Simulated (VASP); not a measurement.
The system is ZnSiP2.

```xyz
8
Lattice="0.0000 5.3418 0.0000 5.3418 0.0000 0.0000 2.6709 2.6709 -5.2635" Properties=species:S:1:pos:R:3 pbc="T T T"
Si    2.6709    2.6709    0.0000
Si    5.3418    2.6709   -2.6317
Zn    0.0000    0.0000    0.0000
Zn    2.6709    5.3418   -2.6317
P     4.0811    4.0063   -3.9476
P     1.3354    3.9315   -1.3159
P     6.6024    6.6772   -3.9476
P     4.0063    1.4102   -1.3159
```

Base run:

```yaml
Program: VASP 6.6.1
Functional: r2SCAN
Potentials_or_basis: VASP PAW PBE potentials, release 64 (Si, Zn, P)
Cutoff: 550 eV
k_mesh: 4 × 4 × 4
Occupations: gaussian, width 0.0289 eV
Spin: no spin polarisation
```

Its results: band gap on the k mesh 1.62 eV; pressure 0.3 GPa.

Task: The run is repeated on the same cell with these changes: functional from r2SCAN to LDA; potentials or basis from VASP PAW PBE potentials, release 64 (Si, Zn, P) to VASP PAW LDA potentials, release 64 (Si, Zn, P); cutoff from 550 eV to 500 eV. What comes out?

Result: Band gap on the k mesh 1.24 eV; pressure -2.4 GPa.

Caveats: the PAW data sets were made with another functional, which shifts forces and pressure a little (at least some runs).

A k mesh can miss the band edges.
